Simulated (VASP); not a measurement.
A run of VASP 6.6.1:

File POSCAR:

```
As
1.0
    3.5749087740      0.0000000000      0.0000000000
   -1.7874543870      3.0959618145      0.0000000000
    0.0000000000      0.0000000000     26.4156438000
As
2
Direct
    0.3333333333      0.6666666667      0.3206196299
    0.6666666667      0.3333333333      0.3724477827
```

Contents of INCAR.step1:

```
SYSTEM = As
ALGO = Normal ; DIPOL = 0.5 0.5 0.347
EDIFF = 1E-4 ; ENCUT = 520
GGA = PE ; IDIPOL = 3
ISMEAR = 0 ; LASPH = .TRUE.
LCHARG = .FALSE. ; LDIPOL = .TRUE.
LREAL = .FALSE. ; LWAVE = .TRUE.
NBANDS = 12 ; NELM = 100
PREC = Accurate ; SIGMA = 0.01
```

Contents of INCAR.step2:

```
SYSTEM = As
ALGO = Normal ; DIPOL = 0.5 0.5 0.347
EDIFF = 1E-7 ; ENCUT = 520
IDIPOL = 3 ; ISIF = 2
ISMEAR = 0 ; ISTART = 1
LASPH = .TRUE. ; LCHARG = .FALSE.
LDIPOL = .TRUE. ; LMIXTAU = .TRUE.
LREAL = .FALSE. ; LWAVE = .FALSE.
METAGGA = R2SCAN ; NBANDS = 12
NELM = 100 ; PREC = Accurate
SIGMA = 0.01
```

File KPOINTS:

```
k-points
0
G
  12 12 1
  0 0 0
```

Potentials or basis: VASP PAW PBE potentials, release 64 (As).

Launch:

```bash
$ cat potpaw_PBE.64/As/POTCAR > POTCAR
$ cp INCAR.step1 INCAR
$ mpirun -np 1 vasp_std > vasp.out
$ cp INCAR.step2 INCAR
$ mpirun -np 1 vasp_std > vasp.out
```

Hardware: 1 thread of Intel(R) Xeon(R) Platinum 8559C (Emerald Rapids) (shared host).

**Question.** Estimate the wall time of this run.

**Answer.** Run time: 4.1 min on 1 thread of Intel(R) Xeon(R) Platinum 8559C (Emerald Rapids), with other jobs on the host, peak memory 0.42 GiB. Counts: k points 19.
